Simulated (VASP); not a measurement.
A run of VASP 6.6.1 is set up as follows.

File INCAR:

```
SYSTEM = WS2
ALGO = Normal
EDIFF = 1E-6
ENCUT = 520
GGA = CA
ISIF = 2
ISMEAR = -1
LASPH = .True.
LCHARG = .True.
LELF = .True.
LREAL = .False.
LVHAR = .True.
LWAVE = .False.
NBANDS = 20
NELM = 80
PREC = Accurate
SIGMA = 0.05
```

The input KPOINTS:

```
k-points
0
Gamma
  10 10 2
  0 0 0
```

POSCAR

```
WS2
1.0
    3.2459540962      0.0000000000      0.0000000000
   -1.6229770481      2.8110787067      0.0000000000
    0.0000000000      0.0000000000     17.2830265641
W S
1 2
Direct
    0.0000000000      0.0000000000      0.0000000000
    0.3333333333      0.6666666667      0.0920005100
    0.3333333333      0.6666666667      0.9079994900
```

Potentials or basis: VASP PAW LDA potentials, release 64 (W_sv, S).

Launch:

```console
$ cat potpaw_LDA.64/W_sv/POTCAR potpaw_LDA.64/S/POTCAR > POTCAR
$ mpirun -np 1 vasp_std > vasp.out
```

Q: Predict the band gap on the k mesh.

A: 1.82 eV, indirect (least direct gap 1.98 eV).

Q: Predict the largest force.

A: 1.294 eV/Å.

Forces on the atoms (eV/Å):
```
W    0.000  0.000  0.000
S    0.000  0.000 -1.294
S    0.000  0.000  1.294
```

Caveat: spin-orbit coupling is left out, which moves the levels of the heavy elements.
